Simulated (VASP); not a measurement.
Write the native input for VASP 6.6.1 that does the following.

```yaml
Task: single point
Functional: PBE
Dispersion: D4
Potentials_or_basis: VASP PAW PBE potentials, release 64 (La, O)
Cutoff: 520 eV
k_mesh: 6 × 6 × 4
Occupations: gaussian, width 0.01 eV
Spin: no spin polarisation
Dipole_correction: no
Further_INCAR_settings: ALGO = Normal; EDIFF = 1e-06; NBANDS = 28
```

The structure of La2O3 lies in POSCAR:

```
La2O3
1.0
    4.0204355941      0.0000000000      0.0000000000
   -2.0102177970      3.4817987403      0.0000000000
    0.0000000000      0.0000000000      6.2513623030
La O
2 3
Direct
    0.6666666667      0.3333333333      0.7537640000
    0.3333333333      0.6666666667      0.2462360000
    0.6666666667      0.3333333333      0.3541090000
    0.3333333333      0.6666666667      0.6458910000
    0.0000000000      0.0000000000      0.0000000000
```

One way to write it, as run:

INCAR

```
SYSTEM = La2O3
PREC = Accurate
ENCUT = 520
EDIFF = 1E-6
ISMEAR = 0
SIGMA = 0.01
LREAL = .FALSE.
LASPH = .TRUE.
NELM = 80
ALGO = Normal
ISIF = 2
LWAVE = .FALSE.
LCHARG = .FALSE.
GGA = PE
IVDW = 13
NBANDS = 28
```

KPOINTS

```
regular mesh
0
G
  6 6 4
  0 0 0
```

Potentials or basis: VASP PAW PBE potentials, release 64 (La, O).

The run is started by

```sh
$ cat potpaw_PBE.64/La/POTCAR potpaw_PBE.64/O/POTCAR > POTCAR
$ mpirun -np 1 vasp_std > vasp.out
```

It gave:

```yaml
Pressure: -8.8 GPa
Largest_force: 0.500 eV/Å
Band_gap_on_the_k_mesh: 3.75 eV, indirect (least direct gap 3.98 eV)
Dispersion_energy_per_atom: -0.241 eV
```

Caveat: spin-orbit coupling is left out, which moves the levels of the heavy elements.

Wall time 47 s on 1 thread of AMD EPYC 9R45 96-Core Processor (Zen 5), on a shared host, peak memory 0.2 GiB.
